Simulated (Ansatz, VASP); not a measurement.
## Two plane-wave programs on BP

```
B P
1.0
     3.20790    0.00000    0.00000
     1.60395    2.77813    0.00000
     1.60395    0.92604    2.61924
B P
1 1
Direct
  0.00000 0.00000 0.00000
  0.25000 0.25000 0.25000
```

Alike in both runs: functional r2SCAN; k mesh 8 × 8 × 8; no spin polarisation.

Ansatz relaxed the structure, and its values are those at the end. VASP's run is a single point on that final structure, the one shown.

|  | VASP | Ansatz |
| --- | --- | --- |
| version | VASP 6.6.1 | Ansatz 0.2.0 |
| potentials or method | VASP PAW PBE potentials, release 64 (B, P), cutoff 520 eV | plane waves, PAW |
| occupations | gaussian, width 0.01 eV | fixed |
| valence electrons in the cell | 8 | 8 |

VASP gave:

- pressure (GPa): -0.5

Q: What did Ansatz give for the same quantities?

A: Pressure (GPa): 0.0.

VASP's potentials were made for PBE, not for r2SCAN. Ansatz's warnings: stress scf threshold loose.
